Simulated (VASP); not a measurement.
Runs of VASP 6.6.1 on TaN. The structure is that of space group Fm-3m (No. 225), or close to it. The cells are those of the table. 

```tsv
cell	gap on the mesh (eV)	pressure (GPa)
a = 3.081 Å, angles 60.0°, 2 atoms	none	15.9
a = 3.164 Å, angles 60.0°, 2 atoms	none	-11.1
a = 3.037 Å, angles 60.0°, 2 atoms	none	(a)
a = 3.204 Å, angles 60.0°, 2 atoms	none	-20.7
```

Alike in all rows: task single point; level PBE; potentials or basis VASP PAW PBE potentials, release 64 (Ta_pv, N); no spin polarisation; k mesh 20 × 20 × 20; cutoff (eV) 520; smearing gaussian 0.15 eV.

Problem. Estimate the missing entries.

Solution. (a) 34.5.

Caveats: spin-orbit coupling is left out, which moves the levels of the heavy elements.

A k mesh can miss the band edges, and the runs leave out spin-orbit coupling on Ta.

A gap of «none» marks levels without a gap at the run's occupations.
